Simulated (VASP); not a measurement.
A run of VASP 6.6.1:

File INCAR:

```
SYSTEM = W3Se
ALGO = Normal
EDIFF = 1E-6
ENCUT = 520
GGA = PE
ISIF = 2
ISMEAR = 0
LASPH = .True.
LCHARG = .False.
LREAL = .False.
LWAVE = .False.
NBANDS = 32
NELM = 60
PREC = Accurate
SIGMA = 0.1
```

File KPOINTS:

```
k-points
0
Gamma
  6 6 6
  0 0 0
```

The input POSCAR:

```
W3Se
1.0
   -2.0276079623      2.0276079623      4.5292022015
    2.0276079623     -2.0276079623      4.5292022015
    2.0276079623      2.0276079623     -4.5292022015
W Se
3 1
Direct
    0.5000000000      0.5000000000      0.0000000000
    0.2500000000      0.7500000000      0.5000000000
    0.7500000000      0.2500000000      0.5000000000
    0.0000000000      0.0000000000      0.0000000000
```

Potentials or basis: VASP PAW PBE potentials, release 64 (W_sv, Se).

Launch:

```sh
$ cat potpaw_PBE.64/W_sv/POTCAR potpaw_PBE.64/Se/POTCAR > POTCAR
$ mpirun -np 1 vasp_std > vasp.out
```

Hardware: 1 thread of AMD EPYC 7R13 (shared host).

Task: Estimate the wall time of this run.

Result: Run time: 3 min on 1 thread of AMD EPYC 7R13, on a shared host, peak memory 0.24 GiB. Counts: scf iterations 13, k points 30.
